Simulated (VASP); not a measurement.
# MgZn2O3 (P-3m1) in VASP: further runs

Aim: see how the results for MgZn2O3 move with the level of theory and the settings. Levels: LDA, PBEsol, BLYP. Tasks: single point.

Program: VASP 6.6.1. These are calculated values, not measurements. Logs are shortened: lines on timing, memory, paths and dates and some standing lists are left out, and cuts for length are marked.

### Step 1. The cell of the first run

The structure is trigonal, space group P-3m1 (No. 164). The conventional cell has a = 3.053 Å, b = 3.053 Å, c = 7.452 Å, α = 90.00°, β = 90.00°, γ = 120.00°. Within 2.8 Å of Mg (site symmetry -3m) lie 6 O at 2.13 Å. Within 2.9 Å of Zn (site symmetry 3m) lie 6 O at 2.16 to 2.17 Å. O (site symmetry 3m) has 3 Mg at 2.13 Å and 3 Zn at 2.17 Å within 2.8 Å. Within 2.9 Å of O (site symmetry -3m) lie 6 Zn at 2.16 Å.

### Step 2. Single point, LDA

The input, INCAR:

```
SYSTEM = MgZn2O3
PREC     = Accurate       ! precision mode
ENCUT    = 520            ! plane-wave cutoff, eV
EDIFF    = 1E-6           ! SCF threshold, eV
ISMEAR   = 1              ! smearing method
SIGMA    = 0.02           ! smearing width, eV
LREAL    = .FALSE.        ! projectors in reciprocal space
LASPH    = .TRUE.         ! aspherical terms in the spheres
NELM     = 80             ! most SCF steps
ALGO     = Normal         ! electronic algorithm
ISIF     = 2              ! what is computed and relaxed
LWAVE    = .FALSE.        ! write WAVECAR
LCHARG   = .TRUE.         ! write CHGCAR
LELF     = .TRUE.         ! ELF
LVHAR    = .TRUE.       
NBANDS   = 31             ! bands
```

The input, KPOINTS:

```
Automatic mesh
0
G
  12 12 4
  0 0 0
```

The input, POSCAR:

```
MgZn2O3
1.0
    3.0525990000      0.0000000000      0.0000000000
   -1.5263000000      2.6436280000      0.0000000000
    0.0000000000      0.0000000000      7.4520430000
Mg Zn O
1 2 3
Direct
    0.0000000000      0.0000000000      0.0000000000
    0.3333333333      0.6666666667      0.6684160000
    0.6666666667      0.3333333333      0.3315840000
    0.3333333333      0.6666666667      0.1607000000
    0.6666666667      0.3333333333      0.8393000000
    0.0000000000      0.0000000000      0.5000000000
```

Potentials or basis: VASP PAW LDA potentials, release 64 (Mg, Zn, O).

On the command line:

```sh
cat potpaw_LDA.64/Mg/POTCAR potpaw_LDA.64/Zn/POTCAR potpaw_LDA.64/O/POTCAR > POTCAR
mpirun -np 1 vasp_std > vasp.out
```

OUTCAR:

```text
SYSTEM = MgZn2O3
   PREC = Accurate
   ENCUT = 520
   EDIFF = 1E-6
   ISMEAR = 1
   LREAL = .FALSE.
   LASPH = .TRUE.
   NELM = 80
   ISIF = 2

 ion  position               nearest neighbor table
   1  0.000  0.000  0.000-   5 2.13   4 2.13   5 2.13   4 2.13   4 2.13   5 2.13   2 3.04   3 3.04
                             3 3.04   2 3.04   2 3.04   3 3.04
   2  0.333  0.667  0.668-   6 2.16   6 2.16   6 2.16   5 2.17   5 2.17   5 2.17   1 3.04   1 3.04
                             1 3.04
   3  0.667  0.333  0.332-   6 2.16   6 2.16   6 2.16   4 2.17   4 2.17   4 2.17   1 3.04   1 3.04
                             1 3.04
   4  0.333  0.667  0.161-   1 2.13   1 2.13   1 2.13   3 2.17   3 2.17   3 2.17
   5  0.667  0.333  0.839-   1 2.13   1 2.13   1 2.13   2 2.17   2 2.17   2 2.17
   6  0.000  0.000  0.500-   3 2.16   2 2.16   3 2.16   2 2.16   2 2.16   3 2.16

  LATTYP: Found a hexagonal cell.
 ALAT       =     3.0525990000
 C/A-ratio  =     2.4412125536

  Lattice vectors:

 A1 = (   3.0525990000,   0.0000000000,   0.0000000000)
 A2 = (  -1.5263000000,   2.6436280000,   0.0000000000)
 A3 = (   0.0000000000,   0.0000000000,   7.4520430000)

Analysis of symmetry for initial positions (statically):
=====================================================================
 Subroutine PRICEL returns:
 Original cell was already a primitive cell.

 Routine SETGRP: Setting up the symmetry group for a
 hexagonal supercell.

 Subroutine GETGRP returns: Found 12 space group operations
 (whereof 12 operations were pure point group operations)
 out of a pool of 24 trial point group operations.

The static configuration has the point symmetry D_3d.

Analysis of symmetry for dynamics (positions and initial velocities):
=====================================================================
 Subroutine PRICEL returns:
 Original cell was already a primitive cell.

 Routine SETGRP: Setting up the symmetry group for a
 hexagonal supercell.

 Subroutine GETGRP returns: Found 12 space group operations
 (whereof 12 operations were pure point group operations)
 out of a pool of 24 trial point group operations.

The dynamic configuration has the point symmetry D_3d.

 Subroutine INISYM returns: Found 12 space group operations
 (whereof 12 operations are pure point group operations),
 and found     1 'primitive' translations

----------------------------------------------------------------------------------------

                                     Primitive cell

  volume of cell :      60.1375

  direct lattice vectors                    reciprocal lattice vectors
     3.052599000  0.000000000  0.000000000     0.327589703  0.189134085  0.000000000
    -1.526300000  2.643628000  0.000000000     0.000000000  0.378268047  0.000000000
     0.000000000  0.000000000  7.452043000     0.000000000  0.000000000  0.134191389

  length of vectors
     3.052599000  3.052599006  7.452043000     0.378268048  0.378268047  0.134191389

  position of ions in fractional coordinates (direct lattice)
     0.000000000  0.000000000  0.000000000
     0.333333333  0.666666667  0.668416000
     0.666666667  0.333333333  0.331584000
     0.333333333  0.666666667  0.160700000
     0.666666667  0.333333333  0.839300000
     0.000000000  0.000000000  0.500000000

  ion indices of the primitive-cell ions
   primitive index   ion index
                 1           1
                 2           2
                 3           3
                 4           4
                 5           5
                 6           6

----------------------------------------------------------------------------------------

 KPOINTS: Automatic mesh

Automatic generation of k-mesh.
 Grid dimensions read from file:
 generate k-points for:   12   12    4

 Generating k-lattice:

  Cartesian coordinates                     Fractional coordinates (reciprocal lattice)
     0.027299142  0.015761174  0.000000000     0.083333333 -0.000000000  0.000000000
     0.000000000  0.031522337  0.000000000     0.000000000  0.083333333  0.000000000
     0.000000000  0.000000000  0.033547847     0.000000000  0.000000000  0.250000000

  Length of vectors
     0.031522337  0.031522337  0.033547847

  Shift w.r.t. Gamma in fractional coordinates (k-lattice)
     0.000000000  0.000000000  0.000000000

 Subroutine IBZKPT returns following result:
 ===========================================

 Found     69 irreducible k-points:

 Following reciprocal coordinates:
            Coordinates               Weight
  0.000000  0.000000  0.000000      1.000000
  0.083333 -0.000000  0.000000      6.000000
  0.166667 -0.000000  0.000000      6.000000
  0.250000  0.000000  0.000000      6.000000
  0.333333 -0.000000  0.000000      6.000000
  0.416667  0.000000  0.000000      6.000000
[... 16 lines left out ...]
  0.166667 -0.000000  0.250000      6.000000
  0.000000  0.166667  0.250000      6.000000
 [... further k-points ...]
   k-points           NKPTS =     69   k-points in BZ     NKDIM =     69   number of bands    NBANDS=     31
   number of dos      NEDOS =    301   number of ions     NIONS =      6
   total plane-waves  NPLWV =  32256
   dimension x,y,z NGX =    24 NGY =   24 NGZ =   56
   dimension x,y,z NGXF=    48 NGYF=   48 NGZF=  112
   ions per type =               1   2   3
   NGX,Y,Z   is equivalent  to a cutoff of  13.07, 13.07, 12.49 a.u.
   NGXF,Y,Z  is equivalent  to a cutoff of  26.14, 26.14, 24.99 a.u.
 SYSTEM =  MgZn2O3
   PREC   = accura    normal or accurate (medium, high low for compatibility)
   ISTART =      0    job   : 0-new  1-cont  2-samecut
   ICHARG =      2    charge: 1-file 2-atom 10-const
   ISPIN  =      1    spin polarized calculation?
   LNONCOLLINEAR =      F non collinear calculations
   LSORBIT =      F    spin-orbit coupling
   LASPH  =      T    aspherical Exc in radial PAW
   ENCUT  =  520.0 eV  38.22 Ry    6.18 a.u.   5.68  5.68 13.86*2*pi/ulx,y,z
   NELM   =     80;   NELMIN=  2; NELMDL= -5     # of ELM steps
   EDIFF  = 0.1E-05   stopping-criterion for ELM
   LREAL  =      F    real-space projection
   EDIFFG = 0.1E-04   stopping-criterion for IOM
   NSW    =      0    number of steps for IOM
   IBRION =     -1    ionic relax: 0-MD 1-quasi-New 2-CG
   NFREE  =      0    steps in history (QN), initial steepest desc. (CG)
   ISIF   =      2    stress and relaxation
   ISYM   =      2    0-nonsym 1-usesym 2-fastsym
   POTIM  = 0.5000    time-step for ionic-motion
   TEBEG  =    0.0;   TEEND  =   0.0 temperature during run
   PSTRESS=    0.0 pullay stress
   NELECT =      44.0000    total number of electrons
   NUPDOWN=      -1.0000    fix difference up-down
   EMIN   =  10.00;   EMAX   =-10.00  energy-range for DOS
   EFERMI =   0.00;   METHOD = LEGACY
   ISMEAR =     1;   SIGMA  =   0.02  broadening in eV -4-tet -1-fermi 0-gaus
   EFERMI_NEDOS =   21; number of points for ismear=-14 and -15
   IALGO  =     38    algorithm
   IMIX   =      4    mixing-type and parameters
     AMIX     =   0.40;   BMIX     =  1.00
     AMIX_MAG =   1.60;   BMIX_MAG =  1.00
  volume/ion in A,a.u.               =      10.02        67.64
  Fermi-wavevector in a.u.,A,eV,Ry     =   1.475176  2.787679 29.608249  2.176145
  Thomas-Fermi vector in A             =   2.589857
   LORBIT       =      0    0 simple, 1 ext, 2 COOP (PROOUT), +10 PAW based schemes
   GGA     = CA    functional components
   LHFCALC =     F    Hartree Fock is set to
   AEXX    =    0.0000 exact exchange contribution
   IVDW    =     0    specifies the selected vdW correction
   LEPSILON=     F    determine dielectric tensor
   LRPA    =     F    only Hartree local field effects (RPA)
 non-spin polarized calculation
 Methfessel and Paxton  Order N= 1 SIGMA  =   0.02
  energy-cutoff  :      520.00
  volume of cell :       60.14
 maximum number of plane-waves:      1642
 NGX is ok and might be reduce to    24
   NGX = 11   NGY = 11   NGZ = 27

 number of electron      44.0000041 magnetization

 Free energy of the ion-electron system (eV)
  ---------------------------------------------------
  ext. energy  EPLUGINS =         0.00000000
  ---------------------------------------------------
  free energy    TOTEN  =       -34.06329662 eV

  energy without entropy =      -34.06329662  energy(sigma->0) =      -34.06329662

 E-fermi :   2.4078     XC(G=0): -12.1988

 val. band max:        2.2899500339   @ k =   0.0000   0.0000   0.0000
 cond. band min:       3.9587506151   @ k =   0.0000   0.0000   0.0000
 fundamental gap:      1.6688005812
 Fermi energy:         2.4078225380

 k-point     1 :       0.0000    0.0000    0.0000
  band No.  band energies     occupation
      1     -15.3771      2.00000
      2     -14.4845      2.00000
      3     -14.3493      2.00000
      4      -3.8698      2.00000
      5      -3.0738      2.00000
      6      -3.0009      2.00000
[... 23 lines left out ...]
     30      16.9262      0.00000
     31      16.9262      0.00000

 k-point     2 :       0.0833   -0.0000    0.0000
  band No.  band energies     occupation
      1     -15.3111      2.00000
      2     -14.4503      2.00000
      3     -14.3121      2.00000
      4      -3.8106      2.00000
      5      -3.2227      2.00000
      6      -2.9793      2.00000
[... 23 lines left out ...]
     30      15.9555      0.00000
     31      16.9704      0.00000

 k-point     3 :       0.1667   -0.0000    0.0000
  band No.  band energies     occupation
      1     -15.1236      2.00000
      2     -14.3559      2.00000
      3     -14.2100      2.00000
      4      -3.6631      2.00000
      5      -3.3541      2.00000
      6      -2.9313      2.00000
[... 23 lines left out ...]
     30      15.9228      0.00000
     31      15.9733      0.00000

 k-point     4 :       0.2500    0.0000    0.0000
  band No.  band energies     occupation
      1     -14.8452      2.00000
      2     -14.2248      2.00000
      3     -14.0700      2.00000
      4      -3.5786      2.00000
      5      -3.3736      2.00000
      6      -2.9089      2.00000
[... 635 lines left out ...]
     30      16.2362      0.00000
     31      16.9214      0.00000

 k-point    23 :       0.1667   -0.0000    0.2500
  band No.  band energies     occupation
      1     -15.0599      2.00000
      2     -14.5839      2.00000
      3     -14.0414      2.00000
      4      -3.8412      2.00000
      5      -3.2054      2.00000
      6      -2.9398      2.00000
[... 23 lines left out ...]
     30      15.6660      0.00000
     31      15.8293      0.00000

 k-point    24 :       0.0000    0.1667    0.2500
  band No.  band energies     occupation
      1     -15.0623      2.00000
      2     -14.5784      2.00000
      3     -14.0448      2.00000
      4      -3.8083      2.00000
      5      -3.1929      2.00000
      6      -2.9325      2.00000
[... 23 lines left out ...]
     30      15.8236      0.00000
     31      15.9679      0.00000

 [... further k-points ...]
[... 5 lines left out ...]
  --------------------------------------------------------------------------------------
  -------------------------------------------------------------------------------------
  Total       -5.0454092     -5.0454082     -5.1399864      0.0000010      0.0000000     -0.0000000
  in kB     -134.4192687   -134.4192400   -136.9389824      0.0000254      0.0000000     -0.0000000
  external PRESSURE =    -135.2591637 kB  Pullay stress =       0.0000000 kB

 VOLUME and BASIS-vectors are now :
 -----------------------------------------------------------------------------
  energy-cutoff  :      520.00
  volume of cell :       60.14
      direct lattice vectors                 reciprocal lattice vectors
     3.052599000  0.000000000  0.000000000     0.327589703  0.189134085  0.000000000
    -1.526300000  2.643628000  0.000000000     0.000000000  0.378268047  0.000000000
     0.000000000  0.000000000  7.452043000     0.000000000  0.000000000  0.134191389

 POSITION                                       TOTAL-FORCE (eV/Angst)
 -----------------------------------------------------------------------------------
      0.00000      0.00000      0.00000         0.000000      0.000000      0.000000
     -0.00000      1.76242      4.98106         0.000000      0.000000      0.044031
      1.52630      0.88121      2.47098         0.000000     -0.000000     -0.044031
     -0.00000      1.76242      1.19754         0.000000     -0.000000      0.116918
      1.52630      0.88121      6.25450        -0.000000      0.000000     -0.116918
      0.00000      0.00000      3.72602         0.000000      0.000000      0.000000
 -----------------------------------------------------------------------------------
    total drift:                               -0.000000      0.000000      0.000000

  FREE ENERGIE OF THE ION-ELECTRON SYSTEM (eV)
  ---------------------------------------------------
  free  energy   TOTEN  =       -34.0632966203 eV

  energy  without entropy=      -34.0632966203  energy(sigma->0) =      -34.06329662
```

Wall time 56 s (1 thread of Intel Xeon Platinum 8559C (Emerald Rapids), shared host); peak memory 0.23 GiB.

Results:

```
Free energy            : -34.0633 eV
Pressure               : -13.5 GPa
Largest force          : 0.117 eV/Å
Band gap on the k mesh : 1.67 eV, direct
```

Forces on the atoms (eV/Å):
```
Mg   0.000  0.000  0.000
Zn   0.000  0.000  0.044
Zn   0.000  0.000 -0.044
O    0.000  0.000  0.117
O    0.000  0.000 -0.117
O    0.000  0.000  0.000
```

### Step 3. Single point, PBEsol

The input, INCAR:

```
SYSTEM = MgZn2O3
  ALGO = Normal
  EDIFF = 1E-7
  ENCUT = 520
  GGA = PS
  ISIF = 2
  ISMEAR = 1
  LASPH = .TRUE.
  LCHARG = .TRUE.
  LELF = .TRUE.
  LREAL = .FALSE.
  LVHAR = .TRUE.
  LWAVE = .FALSE.
  NBANDS = 31
  NELM = 80
  PREC = Accurate
  SIGMA = 0.02
```

The input, KPOINTS:

```
k-points
0
G
  12 12 4
  0 0 0
```

POSCAR is that of step 2.

Potentials or basis: VASP PAW PBE potentials, release 64 (Mg, Zn, O).

On the command line:

```sh
cat potpaw_PBE.64/Mg/POTCAR potpaw_PBE.64/Zn/POTCAR potpaw_PBE.64/O/POTCAR > POTCAR
mpirun -np 1 vasp_std > vasp.out
```

It took 65 s on 1 thread of Intel Xeon Platinum 8559C (Emerald Rapids), shared host; peak memory 0.25 GiB.

It converged, with:

| Quantity | Value |
| --- | --- |
| Free energy | -31.4504 eV |
| Pressure | -6.8 GPa |
| Largest force | 0.081 eV/Å |
| Band gap on the k mesh | 1.61 eV, direct |

Forces in eV/Å, atoms in the order of the input:
```
Mg   0.000  0.000  0.000
Zn   0.000  0.000  0.016
Zn   0.000  0.000 -0.016
O    0.000  0.000  0.081
O    0.000  0.000 -0.081
O    0.000  0.000  0.000
```

Stress tensor (GPa, compression positive):
```
-6.72  0.00  0.00
 0.00 -6.72  0.00
 0.00  0.00 -6.90
```

Levels at points of the mesh, in eV from the valence-band top:
```tsv
k point	band 18	band 19	band 20	band 21	band 22	band 23	band 24	band 25	band 26	band 27
(0.00, 0.00, 0.00)	-0.89	-0.84	-0.84	0.00	0.00	1.61	5.31	5.46	10.18	11.08
(0.50, 0.00, 0.00)	-2.25	-1.56	-1.09	-0.73	-0.32	5.00	6.76	7.11	8.73	10.01
(0.00, 0.00, 0.50)	-1.14	-0.51	-0.51	-0.10	-0.10	3.00	3.88	5.88	10.04	12.68
(0.50, 0.00, 0.50)	-2.06	-2.04	-1.45	-0.15	-0.11	5.42	5.85	7.01	9.31	10.19
```

Caveat: the PAW data sets were made with another functional, which shifts forces and pressure a little. PBEsol gaps usually lie below the measured ones, often by a third to a half.

### Step 4. Single point, BLYP

The input, INCAR:

```
SYSTEM = MgZn2O3
PREC = Accurate ; ENCUT = 520
EDIFF = 1E-7 ; ISMEAR = 1
SIGMA = 0.02 ; LREAL = .False.
LASPH = .True. ; NELM = 80
ALGO = Normal ; ISIF = 2
LWAVE = .False. ; LCHARG = .False.
GGA = B5 ; ALDAX = 1.0
AGGAX = 1.0 ; AGGAC = 1.0
ALDAC = 0.0 ; NBANDS = 31
```

The input, KPOINTS:

```
Automatic mesh
0
Gamma
  12 12 4
  0 0 0
```

POSCAR is that of step 3.

On the command line:

```sh
cat potpaw_PBE.64/Mg/POTCAR potpaw_PBE.64/Zn/POTCAR potpaw_PBE.64/O/POTCAR > POTCAR
mpirun -np 1 vasp_std > vasp.out
```

Run time: 79 s. Hardware: 1 thread of Intel Xeon Platinum 8559C (Emerald Rapids), shared host; peak memory 0.25 GiB.

The run converged. Its results:

```
Free energy            : -26.9268 eV
Pressure               : 4.4 GPa
Largest force          : 0.196 eV/Å
Band gap on the k mesh : 1.89 eV, direct
```

Forces in eV/Å, atoms in the order of the input:
```
Mg   0.000  0.000  0.000
Zn   0.000  0.000  0.068
Zn   0.000  0.000 -0.068
O    0.000  0.000 -0.196
O    0.000  0.000  0.196
O    0.000  0.000  0.000
```

Stress tensor (GPa, compression positive):
```
4.47 0.00 0.00
0.00 4.47 0.00
0.00 0.00 4.36
```

Levels at points of the mesh, in eV from the valence-band top:
```csv
k point,band 19,band 20,band 21,band 22,band 23,band 24,band 25,band 26
"(0.00, 0.00, 0.00)",-0.81,-0.81,0.00,0.00,1.89,5.57,5.88,10.50
"(0.50, 0.00, 0.00)",-1.50,-1.05,-0.70,-0.32,5.07,7.18,7.34,8.97
"(0.00, 0.00, 0.50)",-0.49,-0.49,-0.10,-0.10,3.19,4.16,6.37,10.19
"(0.50, 0.00, 0.50)",-1.98,-1.41,-0.14,-0.11,5.49,6.32,7.10,9.71
```

Caveat: the PAW data sets were made with another functional, which shifts forces and pressure a little.

### Step 5. Overview

| level | potentials or basis | gap on the mesh (eV) | pressure (GPa) | largest force (eV/Å) |
| --- | --- | --- | --- | --- |
| LDA | VASP PAW LDA potentials, release 64 (Mg, Zn, O) | 1.67 | -13.5 | 0.12 |
| PBEsol | VASP PAW PBE potentials, release 64 (Mg, Zn, O) | 1.61 | -6.8 | 0.08 |
| BLYP | VASP PAW PBE potentials, release 64 (Mg, Zn, O) | 1.89 | 4.4 | 0.20 |

Alike in all rows: task single point; no spin polarisation; cell as given; k mesh 12 × 12 × 4; cutoff (eV) 520; smearing methfessel-paxton 0.02 eV.

Caveats: the PAW data sets were made with another functional, which shifts forces and pressure a little (some runs).

Absolute energies hang on the potentials; compare differences alone.
